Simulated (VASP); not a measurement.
The system is Ta.

```
CELL_PARAMETERS angstrom
2.90037 0.00000 0.00000
-1.45019 2.51180 0.00000
0.00000 0.00000 5.16627
ATOMIC_POSITIONS crystal
Ta 0.66667 0.33333 0.75000
Ta 0.33333 0.66667 0.25000
```

* Program: VASP 6.6.1
* Task: relaxation of cell and atoms
* Functional: PBEsol
* Dispersion: D3(BJ)
* Potentials or basis: VASP PAW PBE potentials, release 64 (Ta_pv)
* Cutoff: 600 eV
* k mesh: 11 × 11 × 6
* Occupations: gaussian, width 0.1 eV
* Spin: no spin polarisation

At the start: pressure -13.1 GPa; volume 18.82 Å³/atom.

How do energy, volume and symmetry change on relaxing?

Over 10 steps the energy falls by 53.8 meV/atom and the volume is 17.57 Å³/atom (-6.6 %); space group P6_3/mmc (No. 194, to 0.05 Å).

The path:
| step | energy change (eV) | largest force (eV/Å) | pressure (GPa) | volume (Å³) |
| --- | --- | --- | --- | --- |
| 1 | 0.0000 | 0.0000 | -13.07 | 37.64 |
| 2 | 0.5843 | 0.0000 | 47.39 | 29.88 |
| 3 | -0.1068 | 0.0000 | -0.98 | 35.31 |
| 4 | -0.1073 | 0.0000 | -0.13 | 35.17 |
| 5 | -0.1073 | 0.0000 | 0.16 | 35.13 |
| 6 | -0.1076 | 0.0000 | 0.18 | 35.11 |
| 7 | -0.1076 | 0.0000 | 0.18 | 35.11 |
| 8 | -0.1076 | 0.0000 | 0.19 | 35.11 |
| 9 | -0.1076 | 0.0000 | -0.37 | 35.20 |
| 10 | -0.1076 | 0.0000 | 0.01 | 35.14 |

Final structure:
```
Ta
1.0
     2.83782    0.00000    0.00000
    -1.41891    2.45762    0.00000
     0.00000    0.00000    5.03874
Ta
2
Direct
  0.66667 0.33333 0.75000
  0.33333 0.66667 0.25000
```

Caveat: the PAW data sets were made with another functional, which shifts forces and pressure a little; pairwise dispersion overbinds metals, which lowers pressure and volume.
